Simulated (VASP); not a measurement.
Here is a VASP 6.6.1 calculation.

INCAR

```
PREC = Accurate
ENCUT = 520
EDIFF = 1E-6
ISMEAR = -1
SIGMA = 0.08
LREAL = False
LASPH = True
NELM = 100
ALGO = Normal
ISIF = 2
LWAVE = False
LCHARG = False
GGA = PE
NBANDS = 8
```

The input KPOINTS:

```
regular mesh
0
Gamma
  17 17 17
```

File POSCAR:

```
As
1.0
    2.1914718311      0.0000000000      0.0000000000
    0.0000000000      2.1914718311      0.0000000000
    0.0000000000      0.0000000000      2.1914718311
As
1
Direct
    0.0000000000      0.0000000000      0.0000000000
```

Potentials or basis: VASP PAW PBE potentials, release 64 (As).

The run is started by

```bash
$ cat potpaw_PBE.64/As/POTCAR > POTCAR
$ mpirun -np 1 vasp_std > vasp.out
```

**Question.** Estimate the pressure.

**Answer.** 228.3 GPa.
